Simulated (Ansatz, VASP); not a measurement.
**MgBe2I6: VASP beside Ansatz**

INCAR

```
ALGO     = Normal         # electronic algorithm
EDIFF    = 1E-6           # SCF threshold, eV
EDIFFG   = -0.04          # ionic threshold
ENCUT    = 600            # plane-wave cutoff, eV
GGA      = PE             # functional
IBRION   = 2              # ionic algorithm
ISIF     = 3              # what is computed and relaxed
ISMEAR   = 0              # smearing method
LASPH    = T              # aspherical terms in the spheres
LCHARG   = F              # write CHGCAR
LREAL    = F              # projectors in reciprocal space
LWAVE    = F              # write WAVECAR
NELM     = 100            # most SCF steps
NSW      = 90             # ionic steps
PREC     = Accurate       # precision mode
SIGMA    = 0.1            # smearing width, eV
```

The input KPOINTS:

```
k-points
0
Gamma
  4 4 4
```

Contents of POSCAR:

```
MgBe2I6
1.0
    3.7419131300      2.1603945600      6.1105185600
   -3.7419131300      2.1603945600      6.1105185600
    0.0000000000     -4.3207891100      6.1105185600
Mg Be I
1 2 6
Direct
    0.0000000000      0.0000000000      0.0000000000
    0.7500000000      0.7500000000      0.7500000000
    0.2500000000      0.2500000000      0.2500000000
    0.2466403100      0.6877921400      0.8189272400
    0.6877921400      0.8189272400      0.2466403100
    0.8189272400      0.2466403100      0.6877921400
    0.7533596900      0.3122078600      0.1810727600
    0.3122078600      0.1810727600      0.7533596900
    0.1810727600      0.7533596900      0.3122078600
```

Input for Ansatz:

```yaml
crystal:
  lattice:
    - [3.74191313, 2.16039456, 6.11051856]
    - [-3.74191313, 2.16039456, 6.11051856]
    - [0.0, -4.32078911, 6.11051856]
  atoms:
    - { symbol: Mg, position: [0.0, 0.0, 0.0] }
    - { symbol: Be, position: [0.75, 0.75, 0.75] }
    - { symbol: Be, position: [0.25, 0.25, 0.25] }
    - { symbol: I, position: [0.24664031, 0.68779214, 0.81892724] }
    - { symbol: I, position: [0.68779214, 0.81892724, 0.24664031] }
    - { symbol: I, position: [0.81892724, 0.24664031, 0.68779214] }
    - { symbol: I, position: [0.75335969, 0.31220786, 0.18107276] }
    - { symbol: I, position: [0.31220786, 0.18107276, 0.75335969] }
    - { symbol: I, position: [0.18107276, 0.75335969, 0.31220786] }
basis:
  ecutwfc: 420
kpoints:
  mp_grid: { grid: [4, 4, 4] }
hamiltonian:
  xc: pbe
scf:
  occupations: { method: gaussian, width: 0.1 }
  lower_state_search: "off"
output:
  forces: true
  stress: true
  eigenvalues: true
relax:
  adjacent_minimum: "off"
  f_tol: 0.04
  max_steps: 70
  cell: { stress_tol: 0.4 }
```

Alike in both runs: task relaxation of cell and atoms; functional PBE; k mesh 4 × 4 × 4; occupations gaussian, width 0.1 eV; no spin polarisation.

|  | VASP | Ansatz |
| --- | --- | --- |
| version | VASP 6.6.1 | Ansatz 0.2.0 |
| potentials or method | VASP PAW PBE potentials, release 64 (Mg, Be, I), cutoff 600 eV | scalar-relativistic, plane waves, PAW |
| valence electrons in the cell | 48 | 116 |

```csv
,VASP,Ansatz,Ansatz less VASP
"gap on the k mesh at the Fermi level, each at its own relaxed structure (eV)",3.21,3.25,+0.037
relaxed volume (Å³/atom),39.64,40.15,+0.512
relaxed cell length with the largest relative difference (Å),8.926,9.020,+0.0935
```

VASP's potentials hold 48 valence electrons a cell and Ansatz's 116, so a difference there can come from the potentials and not from the codes.

Neither program's run includes spin-orbit coupling. Noted on VASP's run: the volume moved by over 15 % at a fixed basis, so the end points are rough.
